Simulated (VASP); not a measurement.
The system is Ir.

```
Ir
1.0
     0.00000    1.91974    1.91974
     1.91974    0.00000    1.91974
     1.91974    1.91974    0.00000
Ir
1
Cartesian
  0.0000 0.0000 0.0000
```

```yaml
Program: VASP 6.6.1
Task: relaxation of cell and atoms
Functional: LDA
Potentials_or_basis: VASP PAW LDA potentials, release 64 (Ir)
Cutoff: 600 eV
k_mesh: 19 × 19 × 19
Occupations: fermi-dirac, width 0.08 eV
Spin: no spin polarisation
```

At the start: pressure -5.8 GPa; volume 14.15 Å³/atom.

**Question.** How do energy, volume and symmetry change on relaxing?

**Answer.** Over 4 steps the energy falls by 3.9 meV/atom and the volume is 13.94 Å³/atom (-1.5 %); space group Fm-3m (No. 225, to 0.1 Å) before and after.

Step by step:
```
step  energy change (eV)  largest force (eV/Å)  pressure (GPa)  volume (Å³)
   1              0.0000                0.0000           -5.80        14.15
   2              0.0633                0.0000           28.15        13.13
   3             -0.0039                0.0000           -0.17        13.95
   4             -0.0039                0.0000           -0.01        13.94
```

Final structure:
```yaml
crystal:
  lattice:
    - [0.00000, 1.91021, 1.91021]
    - [1.91021, 0.00000, 1.91021]
    - [1.91021, 1.91021, 0.00000]
  atoms:
    - { symbol: Ir, position: [0.00000, 0.00000, 0.00000] }
```
